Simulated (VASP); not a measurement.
Input of a VASP 6.6.1 run:

POSCAR

```
InP
1.0
    0.0000000000      3.0719391402      2.8179947339
    3.0719391402      0.0000000000      2.8179947339
    3.0719391402      3.0719391402      0.0000000000
In P
1 1
Direct
    0.0000000000      0.0000000000      0.0000000000
    0.2500000000      0.2500000000      0.2500000000
```

INCAR.step1

```
SYSTEM = InP
ALGO = Normal ; EDIFF = 1E-4
ENCUT = 520 ; GGA = PE
ISMEAR = 0 ; LASPH = .True.
LCHARG = .False. ; LREAL = .False.
LWAVE = .True. ; NBANDS = 16
NELM = 100 ; PREC = Accurate
SIGMA = 0.01
```

INCAR.step2

```
SYSTEM = InP
ALGO = Normal ; EDIFF = 1E-6
ENCUT = 520 ; ISIF = 2
ISMEAR = 0 ; ISTART = 1
LASPH = .True. ; LCHARG = .False.
LMIXTAU = .True. ; LREAL = .False.
LWAVE = .False. ; METAGGA = R2SCAN
NBANDS = 16 ; NELM = 100
PREC = Accurate ; SIGMA = 0.01
```

File KPOINTS:

```
k-points
0
Gamma
  8 8 8
  0 0 0
```

Potentials or basis: VASP PAW PBE potentials, release 64 (In_d, P).

Run with:

```console
$ cat potpaw_PBE.64/In_d/POTCAR potpaw_PBE.64/P/POTCAR > POTCAR
$ cp INCAR.step1 INCAR
$ mpirun -np 1 vasp_std > vasp.out
$ cp INCAR.step2 INCAR
$ mpirun -np 1 vasp_std > vasp.out
```

(1) Estimate the pressure.

(2) Estimate the band gap on the k mesh.

Results:

(1) -2.3 GPa.

(2) 0.58 eV.

Caveat: the cell differs from its parent crystal (epitaxial xy strain +4.0%); semilocal functionals underestimate gaps, and a narrow one can read as zero; the PAW data sets were made with another functional, which shifts forces and pressure a little; spin-orbit coupling is left out, which moves the levels of the heavy elements.
